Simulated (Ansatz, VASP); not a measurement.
# Two plane-wave programs on BeTe

INCAR

```
SYSTEM = BeTe
PREC = Accurate
ENCUT = 520
EDIFF = 1E-6
ISMEAR = 0
SIGMA = 0.1
LREAL = .FALSE.
LASPH = .TRUE.
NELM = 100
ALGO = Normal
ISIF = 2
LWAVE = .FALSE.
LCHARG = .FALSE.
GGA = PE
IVDW = 12
NBANDS = 26
```

The input KPOINTS:

```
Automatic mesh
0
G
  4 2 4
  0 0 0
```

Contents of POSCAR:

```
BeTe
1.0
    3.8831323100      0.0000000000      0.0000000000
    0.0000000000     12.2840603100      0.0000000000
    0.0000000000      0.0000000000      3.8837996100
Be Te
4 4
Direct
    0.0000000000      0.7485911300      0.2671344400
    0.5000000000      0.7514088700      0.7328655600
    0.5000000000      0.2485911300      0.7328655600
    0.0000000000      0.2514088700      0.2671344400
    0.0000000000      0.6392047900      0.7578640800
    0.5000000000      0.8607952100      0.2421359200
    0.5000000000      0.1392047900      0.2421359200
    0.0000000000      0.3607952100      0.7578640800
```

Input for Ansatz:

```yaml
crystal:
  lattice:
    - [3.88313231, 0.0, 0.0]
    - [0.0, 12.28406031, 0.0]
    - [0.0, 0.0, 3.88379961]
  atoms:
    - { symbol: Be, position: [0.0, 0.74859113, 0.26713444] }
    - { symbol: Be, position: [0.5, 0.75140887, 0.73286556] }
    - { symbol: Be, position: [0.5, 0.24859113, 0.73286556] }
    - { symbol: Be, position: [0.0, 0.25140887, 0.26713444] }
    - { symbol: Te, position: [0.0, 0.63920479, 0.75786408] }
    - { symbol: Te, position: [0.5, 0.86079521, 0.24213592] }
    - { symbol: Te, position: [0.5, 0.13920479, 0.24213592] }
    - { symbol: Te, position: [0.0, 0.36079521, 0.75786408] }
basis:
  ecutwfc: 420
kpoints:
  mp_grid: { grid: [4, 2, 4] }
hamiltonian:
  xc: pbe
  dispersion: d3bj
scf:
  occupations: { method: gaussian, width: 0.1 }
  lower_state_search: "off"
output:
  forces: true
  stress: true
  eigenvalues: true
```

Alike in both runs: task single point; functional PBE; dispersion D3(BJ); k mesh 4 × 2 × 4; occupations gaussian, width 0.1 eV; no spin polarisation.

```csv
,VASP,Ansatz
version,VASP 6.6.1,Ansatz 0.2.0
potentials or method,"VASP PAW PBE potentials, release 64 (Be, Te), cutoff 520 eV","scalar-relativistic, plane waves, PAW"
valence electrons in the cell,32,72
```

```tsv
	VASP	Ansatz	Ansatz less VASP
gap on the k mesh at the Fermi level (eV)	1.32	1.34	+0.025
least direct gap on the mesh (eV)	1.52	1.53	+0.010
pressure (GPa)	7.7	7.4	-0.27
traceless stress, the component that is largest in VASP (GPa)	6.34	6.35	+0.010
rms of the force components (eV/Å)	0.540	0.513	-0.0262
```

Atom by atom the forces differ by 0.027 eV/Å (rms over components). VASP's potentials hold 32 valence electrons a cell and Ansatz's 72, so a difference there can come from the potentials and not from the codes.

Spin-orbit coupling is off throughout.
